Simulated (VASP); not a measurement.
# Ti (Pm-3m) in VASP: a series of runs

Runs on Ti. Level: PBEsol. Tasks: single point.

Program: VASP 6.6.1. These are calculated values, not measurements. Logs are shortened: lines on timing, memory, paths and dates and some standing lists are left out, and cuts for length are marked.

### 1 The cell of the first run

The structure is cubic, space group Pm-3m (No. 221). Conventional cell: a = 1.989 Å, b = 1.989 Å, c = 1.989 Å, α = 90.00°, β = 90.00°, γ = 90.00°. Ti (site symmetry m-3m) has 6 Ti at 1.99 Å within 2.6 Å.

### 2 Single point, PBEsol (volume scaled by 0.45)

INCAR reads:

```
SYSTEM = Ti
ALGO = Normal ; EDIFF = 1E-7
ENCUT = 520 ; GGA = PS
ISIF = 2 ; ISMEAR = -1
LASPH = .TRUE. ; LCHARG = .FALSE.
LREAL = .FALSE. ; LWAVE = .FALSE.
NBANDS = 12 ; NELM = 80
PREC = Accurate ; SIGMA = 0.08
```

KPOINTS reads:

```
k-points
0
G
  14 14 14
  0 0 0
```

POSCAR reads:

```
Ti
1.0
    1.9891971254      0.0000000000      0.0000000000
    0.0000000000      1.9891971254      0.0000000000
    0.0000000000      0.0000000000      1.9891971254
Ti
1
Direct
    0.0000000000      0.0000000000      0.0000000000
```

Potentials or basis: VASP PAW PBE potentials, release 64 (Ti_sv).

On the command line:

```bash
$ cat potpaw_PBE.64/Ti_sv/POTCAR > POTCAR
$ mpirun -np 1 vasp_std > vasp.out
```

OUTCAR:

```text
SYSTEM = Ti
   EDIFF = 1E-7
   ENCUT = 520
   GGA = PS
   ISIF = 2
   ISMEAR = -1
   LASPH = .TRUE.
   LREAL = .FALSE.
   NELM = 80
   PREC = Accurate

 ion  position               nearest neighbor table
   1  0.000  0.000  0.000-

  LATTYP: Found a simple cubic cell.
 ALAT       =     1.9891971254

  Lattice vectors:

 A1 = (   1.9891971254,   0.0000000000,   0.0000000000)
 A2 = (   0.0000000000,   1.9891971254,   0.0000000000)
 A3 = (   0.0000000000,   0.0000000000,   1.9891971254)

Analysis of symmetry for initial positions (statically):
=====================================================================
 Subroutine PRICEL returns:
 Original cell was already a primitive cell.

 Routine SETGRP: Setting up the symmetry group for a
 simple cubic supercell.

 Subroutine GETGRP returns: Found 48 space group operations
 (whereof 48 operations were pure point group operations)
 out of a pool of 48 trial point group operations.

The static configuration has the point symmetry O_h .

Analysis of symmetry for dynamics (positions and initial velocities):
=====================================================================
 Subroutine PRICEL returns:
 Original cell was already a primitive cell.

 Routine SETGRP: Setting up the symmetry group for a
 simple cubic supercell.

 Subroutine GETGRP returns: Found 48 space group operations
 (whereof 48 operations were pure point group operations)
 out of a pool of 48 trial point group operations.

The dynamic configuration has the point symmetry O_h .

 Subroutine INISYM returns: Found 48 space group operations
 (whereof 48 operations are pure point group operations),
 and found     1 'primitive' translations

----------------------------------------------------------------------------------------

                                     Primitive cell

  volume of cell :       7.8711

  direct lattice vectors                    reciprocal lattice vectors
     1.989197125  0.000000000  0.000000000     0.502715386  0.000000000  0.000000000
     0.000000000  1.989197125  0.000000000     0.000000000  0.502715386  0.000000000
     0.000000000  0.000000000  1.989197125     0.000000000  0.000000000  0.502715386

  length of vectors
     1.989197125  1.989197125  1.989197125     0.502715386  0.502715386  0.502715386

  position of ions in fractional coordinates (direct lattice)
     0.000000000  0.000000000  0.000000000
[... 81 lines left out ...]
   NFREE  =      0    steps in history (QN), initial steepest desc. (CG)
   ISIF   =      2    stress and relaxation
   ISYM   =      2    0-nonsym 1-usesym 2-fastsym
   POTIM  = 0.5000    time-step for ionic-motion
   TEBEG  =    0.0;   TEEND  =   0.0 temperature during run
   PSTRESS=    0.0 pullay stress
   NELECT =      12.0000    total number of electrons
   NUPDOWN=      -1.0000    fix difference up-down
   EMIN   =  10.00;   EMAX   =-10.00  energy-range for DOS
   EFERMI =   0.00;   METHOD = LEGACY
   ISMEAR =    -1;   SIGMA  =   0.08  broadening in eV -4-tet -1-fermi 0-gaus
   EFERMI_NEDOS =   21; number of points for ismear=-14 and -15
   IALGO  =     38    algorithm
   IMIX   =      4    mixing-type and parameters
     AMIX     =   0.40;   BMIX     =  1.00
     AMIX_MAG =   1.60;   BMIX_MAG =  1.00
  volume/ion in A,a.u.               =       7.87        53.12
  Fermi-wavevector in a.u.,A,eV,Ry     =   1.884187  3.560598 48.302887  3.550162
  Thomas-Fermi vector in A             =   2.926954
   LORBIT       =      0    0 simple, 1 ext, 2 COOP (PROOUT), +10 PAW based schemes
   GGA     = PS    functional components
   LHFCALC =     F    Hartree Fock is set to
   AEXX    =    0.0000 exact exchange contribution
   IVDW    =     0    specifies the selected vdW correction
   LEPSILON=     F    determine dielectric tensor
   LRPA    =     F    only Hartree local field effects (RPA)
 non-spin polarized calculation
  energy-cutoff  :      520.00
  volume of cell :        7.87
 maximum number of plane-waves:       228
 NGX is ok and might be reduce to    16
   NGX =  7   NGY =  7   NGZ =  7

 number of electron      11.9999991 magnetization

 Free energy of the ion-electron system (eV)
  ---------------------------------------------------
  ext. energy  EPLUGINS =         0.00000000
  ---------------------------------------------------
  free energy    TOTEN  =        -2.96201272 eV

  energy without entropy =       -2.94890505  energy(sigma->0) =       -2.95545888

 E-fermi :  19.3041     XC(G=0): -15.9562

 val. band max:       19.2895081366   @ k =   0.5000   0.2857   0.2857
 cond. band min:      19.3437955243   @ k =   0.3571   0.2143   0.1429
 fundamental gap:      0.0542873877
 Fermi energy:        19.3041274953

 k-point     1 :       0.0000    0.0000    0.0000
  band No.  band energies     occupation
      1     -38.8501      2.00000
      2     -10.3211      2.00000
      3     -10.3211      2.00000
      4     -10.3211      2.00000
      5      14.0695      2.00000
      6      14.6229      2.00000
      7      14.6229      2.00000
      8      28.3524      0.00000
      9      28.3524      0.00000
     10      28.3524      0.00000
     11      47.7232      0.00000
     12      47.7232      0.00000
[... 331 lines left out ...]
 k-point    24 :       0.3571    0.2143    0.0000
  band No.  band energies     occupation
      1     -36.8501      2.00000
      2     -15.7498      2.00000
      3     -12.4994      2.00000
      4      -9.4358      2.00000
      5      16.1768      2.00000
      6      17.6197      2.00000
      7      22.1799      0.00000
      8      23.9775      0.00000
      9      26.5996      0.00000
     10      26.9850      0.00000
     11      38.3989      0.00000
     12      44.8822      0.00000

 [... further k-points ...]

------------------------ aborting loop because EDIFF is reached ----------------------------------------

  FORCE on cell =-STRESS in cart. coord.  units (eV):
  Direction    XX          YY          ZZ          XY          YZ          ZX
  --------------------------------------------------------------------------------------
  -------------------------------------------------------------------------------------
  Total       14.8328830     14.8328830     14.8328830     -0.0000000      0.0000000      0.0000000
  in kB     3019.2750917   3019.2750917   3019.2750917     -0.0000000      0.0000000      0.0000000
  external PRESSURE =    3019.2750917 kB  Pullay stress =       0.0000000 kB

 VOLUME and BASIS-vectors are now :
 -----------------------------------------------------------------------------
  energy-cutoff  :      520.00
  volume of cell :        7.87
      direct lattice vectors                 reciprocal lattice vectors
     1.989197125  0.000000000  0.000000000     0.502715386  0.000000000  0.000000000
     0.000000000  1.989197125  0.000000000     0.000000000  0.502715386  0.000000000
     0.000000000  0.000000000  1.989197125     0.000000000  0.000000000  0.502715386

 POSITION                                       TOTAL-FORCE (eV/Angst)
 -----------------------------------------------------------------------------------
      0.00000      0.00000      0.00000         0.000000      0.000000      0.000000
 -----------------------------------------------------------------------------------
    total drift:                                0.000000      0.000000      0.000000

  FREE ENERGIE OF THE ION-ELECTRON SYSTEM (eV)
  ---------------------------------------------------
  free  energy   TOTEN  =        -2.9620127152 eV

  energy  without entropy=       -2.9489050471  energy(sigma->0) =       -2.95545888
```

OSZICAR:

```text
N       E                     dE             d eps       ncg     rms          rms(c)
DAV:   1     0.826725750234E+02    0.82673E+02   -0.64721E+03  2972   0.141E+03
DAV:   2    -0.326110175353E+00   -0.82999E+02   -0.79346E+02  3012   0.309E+02
DAV:   3    -0.270357496884E+01   -0.23775E+01   -0.23042E+01  3188   0.542E+01
DAV:   4    -0.274570145772E+01   -0.42126E-01   -0.41911E-01  3168   0.612E+00
DAV:   5    -0.274637391484E+01   -0.67246E-03   -0.67224E-03  3136   0.638E-01    0.304E+01
DAV:   6    -0.277438921525E+01   -0.28015E-01   -0.29049E-01  3544   0.634E+00    0.164E+01
DAV:   7    -0.292405907800E+01   -0.14967E+00   -0.27087E-01  4044   0.397E+00    0.307E+00
DAV:   8    -0.296299083921E+01   -0.38932E-01   -0.10158E-01  2908   0.363E+00    0.661E-01
DAV:   9    -0.296189780083E+01    0.10930E-02   -0.48183E-03  3356   0.938E-01    0.137E-01
DAV:  10    -0.296201403709E+01   -0.11624E-03   -0.54344E-04  2940   0.254E-01    0.354E-02
DAV:  11    -0.296201276108E+01    0.12760E-05   -0.50542E-05  3528   0.860E-02    0.237E-02
DAV:  12    -0.296201250633E+01    0.25475E-06   -0.15878E-05  2908   0.461E-02    0.135E-03
DAV:  13    -0.296201269513E+01   -0.18879E-06   -0.13163E-07  2660   0.486E-03    0.112E-03
DAV:  14    -0.296201271519E+01   -0.20060E-07   -0.28292E-08  1524   0.177E-03
   1 F= -.29620127E+01 E0= -.29554589E+01  d E =-.131077E-01
```

Run time: 8.3 s. Hardware: 1 thread of AMD EPYC 7R43 (Zen 3), shared host; peak memory 0.09 GiB.

Results:

| Property | Result |
| --- | --- |
| Free energy | -2.9620 eV |
| Pressure | 301.9 GPa |
| Band gap on the k mesh | zero (band 6 reaches 21.04 eV, above the bottom of band 7 at 14.08 eV) |

Levels at points of the mesh, in eV from the Fermi level:
```
           k point  band 4  band 5  band 6  band 7  band 8  band 9
(0.00, 0.00, 0.00)  -29.63   -5.23   -4.68   -4.68    9.05    9.05
(0.50, 0.00, 0.00)  -28.85   -2.77   -0.42    3.33    3.33    3.65
(0.50, 0.50, 0.00)  -28.16   -8.89    0.43    4.68    4.68   12.46
(0.50, 0.50, 0.50)  -34.00   -5.22   -5.22   -5.22    9.64   12.80
```

Caveat: the PAW data sets were made with another functional, which shifts forces and pressure a little.

### 3 Single point, PBEsol (volume scaled by 0.45)

INCAR reads:

```
PREC = Accurate
ENCUT = 520
EDIFF = 1E-7
ISMEAR = -1
SIGMA = 0.08
LREAL = False
LASPH = True
NELM = 100
ALGO = Normal
ISIF = 2
LWAVE = False
LCHARG = True
GGA = PS
LELF = True
LVHAR = True
NBANDS = 12
```

KPOINTS reads:

```
Automatic mesh
0
Gamma
  14 14 14
```

POSCAR is that of step 2.

Potentials or basis: VASP PAW PBE potentials, release 64 (Ti_sv).

On the command line:

```bash
$ cat potpaw_PBE.64/Ti_sv/POTCAR > POTCAR
$ mpirun -np 1 vasp_std > vasp.out
```

OUTCAR:

```text
PREC = Accurate
   ENCUT = 520
   EDIFF = 1E-7
   ISMEAR = -1
   LREAL = False
   LASPH = True
   NELM = 100
   ISIF = 2
   GGA = PS

 ion  position               nearest neighbor table
   1  0.000  0.000  0.000-

  LATTYP: Found a simple cubic cell.
 ALAT       =     1.9891971254

  Lattice vectors:

 A1 = (   1.9891971254,   0.0000000000,   0.0000000000)
 A2 = (   0.0000000000,   1.9891971254,   0.0000000000)
 A3 = (   0.0000000000,   0.0000000000,   1.9891971254)

Analysis of symmetry for initial positions (statically):
=====================================================================
 Subroutine PRICEL returns:
 Original cell was already a primitive cell.

 Routine SETGRP: Setting up the symmetry group for a
 simple cubic supercell.

 Subroutine GETGRP returns: Found 48 space group operations
 (whereof 48 operations were pure point group operations)
 out of a pool of 48 trial point group operations.

The static configuration has the point symmetry O_h .

Analysis of symmetry for dynamics (positions and initial velocities):
=====================================================================
 Subroutine PRICEL returns:
 Original cell was already a primitive cell.

 Routine SETGRP: Setting up the symmetry group for a
 simple cubic supercell.

 Subroutine GETGRP returns: Found 48 space group operations
 (whereof 48 operations were pure point group operations)
 out of a pool of 48 trial point group operations.

The dynamic configuration has the point symmetry O_h .

 Subroutine INISYM returns: Found 48 space group operations
 (whereof 48 operations are pure point group operations),
 and found     1 'primitive' translations

----------------------------------------------------------------------------------------

                                     Primitive cell
[... 112 lines left out ...]
  Thomas-Fermi vector in A             =   2.926954
   LORBIT       =      0    0 simple, 1 ext, 2 COOP (PROOUT), +10 PAW based schemes
   GGA     = PS    functional components
   LHFCALC =     F    Hartree Fock is set to
   AEXX    =    0.0000 exact exchange contribution
   IVDW    =     0    specifies the selected vdW correction
   LEPSILON=     F    determine dielectric tensor
   LRPA    =     F    only Hartree local field effects (RPA)
 non-spin polarized calculation
  energy-cutoff  :      520.00
  volume of cell :        7.87
 maximum number of plane-waves:       228
 NGX is ok and might be reduce to    16
   NGX =  7   NGY =  7   NGZ =  7

 number of electron      11.9999991 magnetization

 Free energy of the ion-electron system (eV)
  ---------------------------------------------------
  ext. energy  EPLUGINS =         0.00000000
  ---------------------------------------------------
  free energy    TOTEN  =        -2.96201272 eV

  energy without entropy =       -2.94890505  energy(sigma->0) =       -2.95545888

 E-fermi :  19.3041     XC(G=0): -15.9562

 val. band max:       19.2895081366   @ k =   0.5000   0.2857   0.2857
 cond. band min:      19.3437955243   @ k =   0.3571   0.2143   0.1429
 fundamental gap:      0.0542873877
 Fermi energy:        19.3041274953

 k-point     1 :       0.0000    0.0000    0.0000
  band No.  band energies     occupation
      1     -38.8501      2.00000
      2     -10.3211      2.00000
      3     -10.3211      2.00000
      4     -10.3211      2.00000
      5      14.0695      2.00000
      6      14.6229      2.00000
      7      14.6229      2.00000
      8      28.3524      0.00000
      9      28.3524      0.00000
     10      28.3524      0.00000
     11      47.7232      0.00000
     12      47.7232      0.00000
[... 331 lines left out ...]
 k-point    24 :       0.3571    0.2143    0.0000
  band No.  band energies     occupation
      1     -36.8501      2.00000
      2     -15.7498      2.00000
      3     -12.4994      2.00000
      4      -9.4358      2.00000
      5      16.1768      2.00000
      6      17.6197      2.00000
      7      22.1799      0.00000
      8      23.9775      0.00000
      9      26.5996      0.00000
     10      26.9850      0.00000
     11      38.3989      0.00000
     12      44.8822      0.00000

 [... further k-points ...]

------------------------ aborting loop because EDIFF is reached ----------------------------------------

  FORCE on cell =-STRESS in cart. coord.  units (eV):
  Direction    XX          YY          ZZ          XY          YZ          ZX
  --------------------------------------------------------------------------------------
  -------------------------------------------------------------------------------------
  Total       14.8328830     14.8328830     14.8328830     -0.0000000      0.0000000      0.0000000
  in kB     3019.2750917   3019.2750917   3019.2750917     -0.0000000      0.0000000      0.0000000
  external PRESSURE =    3019.2750917 kB  Pullay stress =       0.0000000 kB

 VOLUME and BASIS-vectors are now :
 -----------------------------------------------------------------------------
  energy-cutoff  :      520.00
  volume of cell :        7.87
      direct lattice vectors                 reciprocal lattice vectors
     1.989197125  0.000000000  0.000000000     0.502715386  0.000000000  0.000000000
     0.000000000  1.989197125  0.000000000     0.000000000  0.502715386  0.000000000
     0.000000000  0.000000000  1.989197125     0.000000000  0.000000000  0.502715386

 POSITION                                       TOTAL-FORCE (eV/Angst)
 -----------------------------------------------------------------------------------
      0.00000      0.00000      0.00000         0.000000      0.000000      0.000000
 -----------------------------------------------------------------------------------
    total drift:                                0.000000      0.000000      0.000000

  FREE ENERGIE OF THE ION-ELECTRON SYSTEM (eV)
  ---------------------------------------------------
  free  energy   TOTEN  =        -2.9620127152 eV

  energy  without entropy=       -2.9489050471  energy(sigma->0) =       -2.95545888
```

OSZICAR:

```text
N       E                     dE             d eps       ncg     rms          rms(c)
DAV:   1     0.826725750234E+02    0.82673E+02   -0.64721E+03  2972   0.141E+03
DAV:   2    -0.326110175353E+00   -0.82999E+02   -0.79346E+02  3012   0.309E+02
DAV:   3    -0.270357496884E+01   -0.23775E+01   -0.23042E+01  3188   0.542E+01
DAV:   4    -0.274570145772E+01   -0.42126E-01   -0.41911E-01  3168   0.612E+00
DAV:   5    -0.274637391484E+01   -0.67246E-03   -0.67224E-03  3136   0.638E-01    0.304E+01
DAV:   6    -0.277438921525E+01   -0.28015E-01   -0.29049E-01  3544   0.634E+00    0.164E+01
DAV:   7    -0.292405907800E+01   -0.14967E+00   -0.27087E-01  4044   0.397E+00    0.307E+00
DAV:   8    -0.296299083921E+01   -0.38932E-01   -0.10158E-01  2908   0.363E+00    0.661E-01
DAV:   9    -0.296189780083E+01    0.10930E-02   -0.48183E-03  3356   0.938E-01    0.137E-01
DAV:  10    -0.296201403709E+01   -0.11624E-03   -0.54344E-04  2940   0.254E-01    0.354E-02
DAV:  11    -0.296201276108E+01    0.12760E-05   -0.50542E-05  3528   0.860E-02    0.237E-02
DAV:  12    -0.296201250633E+01    0.25475E-06   -0.15878E-05  2908   0.461E-02    0.135E-03
DAV:  13    -0.296201269513E+01   -0.18879E-06   -0.13163E-07  2660   0.486E-03    0.112E-03
DAV:  14    -0.296201271519E+01   -0.20060E-07   -0.28292E-08  1524   0.177E-03
   1 F= -.29620127E+01 E0= -.29554589E+01  d E =-.131077E-01
```

Run time: 8.6 s. Hardware: 1 thread of AMD EPYC 7R43 (Zen 3), shared host; peak memory 0.09 GiB.

Results:

```yaml
Free_energy: -2.9620 eV
Pressure: 301.9 GPa
Band_gap_on_the_k_mesh: zero (band 6 reaches 21.04 eV, above the bottom of band 7 at 14.08 eV)
```

Levels at points of the mesh, in eV from the Fermi level:
| k point | band 3 | band 4 | band 5 | band 6 | band 7 | band 8 | band 9 | band 10 |
| --- | --- | --- | --- | --- | --- | --- | --- | --- |
| (0.00, 0.00, 0.00) | -29.63 | -29.63 | -5.23 | -4.68 | -4.68 | 9.05 | 9.05 | 9.05 |
| (0.50, 0.00, 0.00) | -28.85 | -28.85 | -2.77 | -0.42 | 3.33 | 3.33 | 3.65 | 9.62 |
| (0.50, 0.50, 0.00) | -35.25 | -28.16 | -8.89 | 0.43 | 4.68 | 4.68 | 12.46 | 14.27 |
| (0.50, 0.50, 0.50) | -34.00 | -34.00 | -5.22 | -5.22 | -5.22 | 9.64 | 12.80 | 12.80 |

Caveat: the PAW data sets were made with another functional, which shifts forces and pressure a little.

### 4 Single point, PBEsol (volume scaled by 0.52)

INCAR reads:

```
SYSTEM = Ti
  ALGO = Normal
  EDIFF = 1E-6
  ENCUT = 520
  GGA = PS
  ISIF = 2
  ISMEAR = -1
  LASPH = .TRUE.
  LCHARG = .FALSE.
  LREAL = .FALSE.
  LWAVE = .FALSE.
  NBANDS = 12
  NELM = 80
  PREC = Accurate
  SIGMA = 0.08
```

KPOINTS reads:

```
k-points
0
G
  14 14 14
  0 0 0
```

POSCAR reads:

```
Ti
1.0
    2.0874116337      0.0000000000      0.0000000000
    0.0000000000      2.0874116337      0.0000000000
    0.0000000000      0.0000000000      2.0874116337
Ti
1
Direct
    0.0000000000      0.0000000000      0.0000000000
```

On the command line:

```bash
$ cat potpaw_PBE.64/Ti_sv/POTCAR > POTCAR
$ mpirun -np 1 vasp_std > vasp.out
```

It took 7.9 s on 1 thread of AMD EPYC 7R43 (Zen 3), shared host; peak memory 0.09 GiB.

It converged, with:

| Property | Result |
| --- | --- |
| Free energy | -4.7567 eV |
| Pressure | 179.9 GPa |
| Band gap on the k mesh | zero (band 6 reaches 18.46 eV, above the bottom of band 7 at 12.55 eV) |

Levels at points of the mesh, in eV from the Fermi level:
```tsv
k point	band 3	band 4	band 5	band 6	band 7	band 8	band 9	band 10
(0.00, 0.00, 0.00)	-30.16	-30.16	-5.87	-3.83	-3.83	7.92	7.92	7.92
(0.50, 0.00, 0.00)	-29.62	-29.62	-2.19	-1.02	2.44	3.14	3.14	8.39
(0.50, 0.50, 0.00)	-34.37	-29.13	-7.41	0.22	4.26	4.26	10.78	12.03
(0.50, 0.50, 0.50)	-33.48	-33.48	-4.21	-4.21	-4.21	9.66	11.07	11.07
```

Caveat: the PAW data sets were made with another functional, which shifts forces and pressure a little.
